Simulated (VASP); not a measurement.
# GaSb3 (C2/m) in VASP: further runs

The runs below take GaSb3 through single point, with LDA.

All numbers are computed with VASP 6.6.1; they aren't measurements. Logs are shortened: lines on timing, memory, paths and dates and some standing lists are left out, and cuts for length are marked.

### Step 1. The cell of the first run

The structure is monoclinic, space group C2/m (No. 12). The conventional cell has a = 6.454 Å, b = 7.244 Å, c = 4.644 Å, α = 90.00°, β = 128.95°, γ = 90.00°. Ga (site symmetry 2/m) has 14 Sb at 2.94 to 3.62 Å within 3.9 Å. Sb (site symmetry 2) has 4 Ga at 2.94 to 3.11 Å and 10 Sb at 2.94 to 3.62 Å within 3.9 Å. Within 3.9 Å of Sb (site symmetry 2/m) lie 8 Sb at 2.94 to 3.11 Å and 6 Ga at 3.23 to 3.62 Å.

### Step 2. Single point, LDA (engineering shear strain xz -0.0800, normal strain along z -0.1100)

File INCAR:

```
PREC = Accurate
ENCUT = 520
EDIFF = 1E-7
ISMEAR = 0
SIGMA = 0.15
LREAL = False
LASPH = True
NELM = 80
ALGO = Normal
ISIF = 2
LWAVE = False
LCHARG = False
NBANDS = 22
```

File KPOINTS:

```
regular mesh
0
Gamma
  10 10 10
```

File POSCAR:

```
GaSb3
1.0
   -0.1448800451      3.6220011279      3.2235810038
    3.4771210828      0.0000000000      3.0787009587
    3.6220011279      3.6220011279     -0.1448800451
Ga Sb
1 3
Direct
    0.0000000000      0.0000000000      0.0000000000
    0.2500000000      0.2500000000      0.2500000000
    0.7500000000      0.7500000000      0.7500000000
    0.5000000000      0.5000000000      0.5000000000
```

Potentials or basis: VASP PAW LDA potentials, release 64 (Ga_d, Sb).

The run is started by

```bash
$ cat potpaw_LDA.64/Ga_d/POTCAR potpaw_LDA.64/Sb/POTCAR > POTCAR
$ mpirun -np 1 vasp_std > vasp.out
```

OUTCAR:

```text
PREC = Accurate
   ENCUT = 520
   EDIFF = 1E-7
   ISMEAR = 0
   LREAL = False
   LASPH = True
   NELM = 80
   ISIF = 2

 ion  position               nearest neighbor table
   1  0.000  0.000  0.000-   3 2.94   2 2.94   3 2.94   2 2.94   3 3.11   2 3.11   3 3.11   2 3.11
                             4 3.23   4 3.23
   2  0.250  0.250  0.250-   1 2.94   1 2.94   4 2.94   4 2.94   1 3.11   4 3.11   1 3.11   4 3.11
                             3 3.23   3 3.23   3 3.62   3 3.62   3 3.62   3 3.62
   3  0.750  0.750  0.750-   4 2.94   1 2.94   4 2.94   1 2.94   4 3.11   1 3.11   4 3.11   1 3.11
                             2 3.23   2 3.23   2 3.62   2 3.62   2 3.62   2 3.62
   4  0.500  0.500  0.500-   2 2.94   2 2.94   3 2.94   3 2.94   2 3.11   3 3.11   2 3.11   3 3.11
                             1 3.23   1 3.23

  LATTYP: Found a base centered monoclinic cell.
 ALAT       =     6.4536701854
 B/A-ratio  =     1.1224624202
 C/A-ratio  =     0.7196244804
 COS(beta)  =    -0.6286264088

  Lattice vectors:

 A1 = (   0.1448800451,  -3.6220011279,  -3.2235810038)
 A2 = (   0.1448800451,   3.6220011279,  -3.2235810038)
 A3 = (   3.4771210828,   0.0000000000,   3.0787009587)

Analysis of symmetry for initial positions (statically):
=====================================================================
 Subroutine PRICEL returns:
 Original cell was already a primitive cell.

 Routine SETGRP: Setting up the symmetry group for a
 base centered monoclinic supercell.

 Subroutine GETGRP returns: Found  4 space group operations
 (whereof  4 operations were pure point group operations)
 out of a pool of  4 trial point group operations.

The static configuration has the point symmetry C_2h.

Analysis of symmetry for dynamics (positions and initial velocities):
=====================================================================
 Subroutine PRICEL returns:
 Original cell was already a primitive cell.

 Routine SETGRP: Setting up the symmetry group for a
 base centered monoclinic supercell.

 Subroutine GETGRP returns: Found  4 space group operations
 (whereof  4 operations were pure point group operations)
 out of a pool of  4 trial point group operations.

The dynamic configuration has the point symmetry C_2h.

 Subroutine INISYM returns: Found  4 space group operations
 (whereof  4 operations are pure point group operations),
 and found     1 'primitive' translations

----------------------------------------------------------------------------------------

[... 92 lines left out ...]
   LSORBIT =      F    spin-orbit coupling
   LASPH  =      T    aspherical Exc in radial PAW
   ENCUT  =  520.0 eV  38.22 Ry    6.18 a.u.   9.02  8.64  9.53*2*pi/ulx,y,z
   NELM   =     80;   NELMIN=  2; NELMDL= -5     # of ELM steps
   EDIFF  = 0.1E-06   stopping-criterion for ELM
   LREAL  =      F    real-space projection
   EDIFFG = 0.1E-05   stopping-criterion for IOM
   NSW    =      0    number of steps for IOM
   IBRION =     -1    ionic relax: 0-MD 1-quasi-New 2-CG
   NFREE  =      0    steps in history (QN), initial steepest desc. (CG)
   ISIF   =      2    stress and relaxation
   ISYM   =      2    0-nonsym 1-usesym 2-fastsym
   POTIM  = 0.5000    time-step for ionic-motion
   TEBEG  =    0.0;   TEEND  =   0.0 temperature during run
   PSTRESS=    0.0 pullay stress
   NELECT =      28.0000    total number of electrons
   NUPDOWN=      -1.0000    fix difference up-down
   EMIN   =  10.00;   EMAX   =-10.00  energy-range for DOS
   EFERMI =   0.00;   METHOD = LEGACY
   ISMEAR =     0;   SIGMA  =   0.15  broadening in eV -4-tet -1-fermi 0-gaus
   EFERMI_NEDOS =   21; number of points for ismear=-14 and -15
   IALGO  =     38    algorithm
   IMIX   =      4    mixing-type and parameters
     AMIX     =   0.40;   BMIX     =  1.00
     AMIX_MAG =   1.60;   BMIX_MAG =  1.00
  volume/ion in A,a.u.               =      21.11       142.44
  Fermi-wavevector in a.u.,A,eV,Ry     =   1.133181  2.141402 17.471240  1.284100
  Thomas-Fermi vector in A             =   2.269884
   LORBIT       =      0    0 simple, 1 ext, 2 COOP (PROOUT), +10 PAW based schemes
   GGA     = CA    functional components
   LHFCALC =     F    Hartree Fock is set to
   AEXX    =    0.0000 exact exchange contribution
   IVDW    =     0    specifies the selected vdW correction
   LEPSILON=     F    determine dielectric tensor
   LRPA    =     F    only Hartree local field effects (RPA)
 non-spin polarized calculation
 Gauss-broadening in eV      SIGMA  =   0.15
  energy-cutoff  :      520.00
  volume of cell :       84.43
 maximum number of plane-waves:      2298
   NGX = 19   NGY = 17   NGZ = 19

 number of electron      27.9999998 magnetization

 Free energy of the ion-electron system (eV)
  ---------------------------------------------------
  ext. energy  EPLUGINS =         0.00000000
  ---------------------------------------------------
  free energy    TOTEN  =       -16.85646144 eV

  energy without entropy =      -16.83114387  energy(sigma->0) =      -16.84380266

 E-fermi :  10.0874     XC(G=0): -11.2953

 val. band max:       10.0790962036   @ k =  -0.4000  -0.3000   0.1000
 cond. band min:      10.0875794734   @ k =   0.5000   0.3000   0.0000
 fundamental gap:      0.0084832698
 Fermi energy:        10.0874248973

 k-point     1 :       0.0000    0.0000    0.0000
  band No.  band energies     occupation
      1      -4.9941      2.00000
      2      -4.9937      2.00000
      3      -4.9794      2.00000
      4      -4.9770      2.00000
      5      -4.9524      2.00000
      6      -4.1325      2.00000
[... 589 lines left out ...]
     21      16.5993      0.00000
     22      17.4280      0.00000

 [... further k-points ...]
[... 5 lines left out ...]
  --------------------------------------------------------------------------------------
  -------------------------------------------------------------------------------------
  Total        5.9913865      6.4333370      6.7317291      0.0000000      0.0000000      1.2184675
  in kB      113.6982099    122.0850810    127.7476511      0.0000000      0.0000000     23.1227899
  external PRESSURE =     121.1769807 kB  Pullay stress =       0.0000000 kB

 VOLUME and BASIS-vectors are now :
 -----------------------------------------------------------------------------
  energy-cutoff  :      520.00
  volume of cell :       84.43
      direct lattice vectors                 reciprocal lattice vectors
    -0.144880045  3.622001128  3.223581004    -0.132078400  0.138045236  0.149170899
     3.477121083  0.000000000  3.078700959     0.144509308 -0.138045236  0.161601807
     3.622001128  3.622001128 -0.144880045     0.132078400  0.138045236 -0.149170899

 POSITION                                       TOTAL-FORCE (eV/Angst)
 -----------------------------------------------------------------------------------
      0.00000      0.00000      0.00000        -0.000000      0.000000      0.000000
      1.73856      1.81100      1.53935         0.000000     -0.353127     -0.000000
      5.21568      5.43300      4.61805         0.000000      0.353127      0.000000
      3.47712      3.62200      3.07870         0.000000     -0.000000      0.000000
 -----------------------------------------------------------------------------------
    total drift:                               -0.000000      0.000000      0.000000

  FREE ENERGIE OF THE ION-ELECTRON SYSTEM (eV)
  ---------------------------------------------------
  free  energy   TOTEN  =       -16.8564614441 eV

  energy  without entropy=      -16.8311438686  energy(sigma->0) =      -16.84380266
```

Wall time 5 min (1 thread of Intel Xeon 6975P-C, shared host); peak memory 0.56 GiB.

Results:

```
Free energy            : -16.8565 eV
Pressure               : 12.1 GPa
Largest force          : 0.353 eV/Å
Band gap on the k mesh : zero (band 14 reaches 11.75 eV, above the bottom of band 15 at 7.68 eV)
```

Forces on the atoms (eV/Å):
```
Ga   0.000  0.000  0.000
Sb   0.000 -0.353  0.000
Sb   0.000  0.353  0.000
Sb   0.000  0.000  0.000
```

Stress tensor (GPa, compression positive):
```
11.37  0.00  2.31
 0.00 12.21  0.00
 2.31  0.00 12.77
```

Levels at points of the mesh, in eV from the Fermi level:
```
           k point  band 12  band 13  band 14  band 15  band 16  band 17
(0.00, 0.00, 0.00)    -3.14    -3.14    -2.82    -2.36    -1.45    -1.43
(0.50, 0.00, 0.00)    -3.33    -2.71     0.03     0.37     1.62     2.40
(0.00, 0.50, 0.00)    -3.74    -3.12    -0.42     0.02     1.90     2.67
(0.50, 0.50, 0.00)     0.16     0.37     1.03     1.62     1.86     2.15
(0.50, 0.00, 0.50)     0.28     1.11     1.15     1.79     2.06     2.90
(0.00, 0.50, 0.50)     0.28     1.02     1.13     1.64     1.93     2.77
```

Caveat: the cell differs from its parent crystal (engineering shear strain xz -0.0800, normal strain along z -0.1100); spin-orbit coupling is left out, which moves the levels of the heavy elements.

### Step 3. Single point, LDA (engineering shear strain xz -0.0533, normal strain along z -0.1100)

File INCAR:

```
SYSTEM = GaSb3
ALGO = Normal ; EDIFF = 1E-6
ENCUT = 520 ; ISIF = 2
ISMEAR = 0 ; LASPH = .TRUE.
LCHARG = .TRUE. ; LELF = .TRUE.
LREAL = .FALSE. ; LVHAR = .TRUE.
LWAVE = .FALSE. ; NBANDS = 22
NELM = 100 ; PREC = Accurate
SIGMA = 0.15
```

File KPOINTS:

```
k-points
0
G
  10 10 10
  0 0 0
```

File POSCAR:

```
GaSb3
1.0
   -0.0965263301      3.6220011279      3.2235810038
    3.5254747978      0.0000000000      3.1270546738
    3.6220011279      3.6220011279     -0.0965263301
Ga Sb
1 3
Direct
    0.0000000000      0.0000000000      0.0000000000
    0.2500000000      0.2500000000      0.2500000000
    0.7500000000      0.7500000000      0.7500000000
    0.5000000000      0.5000000000      0.5000000000
```

Potentials or basis: VASP PAW LDA potentials, release 64 (Ga_d, Sb).

The run is started by

```bash
$ cat potpaw_LDA.64/Ga_d/POTCAR potpaw_LDA.64/Sb/POTCAR > POTCAR
$ mpirun -np 1 vasp_std > vasp.out
```

Run time: 4.7 min. Hardware: 1 thread of Intel Xeon 6975P-C, shared host; peak memory 0.56 GiB.

It converged, with:

```yaml
Free_energy: -16.8964 eV
Pressure: 11.7 GPa
Largest_force: 0.241 eV/Å
Band_gap_on_the_k_mesh: zero (band 14 reaches 11.92 eV, above the bottom of band 15 at 7.54 eV)
```

Forces in eV/Å, atoms in the order of the input:
```
Ga   0.000  0.000  0.000
Sb   0.000 -0.241  0.000
Sb   0.000  0.241  0.000
Sb   0.000  0.000  0.000
```

Stress tensor (GPa, compression positive):
```
10.83  0.00  2.10
 0.00 11.47  0.00
 2.10  0.00 12.91
```

Levels at points of the mesh, in eV from the Fermi level:
```tsv
k point	band 12	band 13	band 14	band 15	band 16	band 17
(0.00, 0.00, 0.00)	-3.13	-3.07	-2.88	-2.53	-1.48	-1.47
(0.50, 0.00, 0.00)	-3.48	-2.80	0.06	0.40	1.67	2.45
(0.00, 0.50, 0.00)	-3.71	-3.07	-0.28	0.14	1.91	2.67
(0.50, 0.50, 0.00)	0.38	0.52	1.03	1.39	1.87	2.02
(0.50, 0.00, 0.50)	0.28	1.10	1.20	1.75	2.10	2.86
(0.00, 0.50, 0.50)	0.28	1.06	1.18	1.68	2.04	2.80
```

Caveat: the cell differs from its parent crystal (engineering shear strain xz -0.0533, normal strain along z -0.1100); spin-orbit coupling is left out, which moves the levels of the heavy elements.
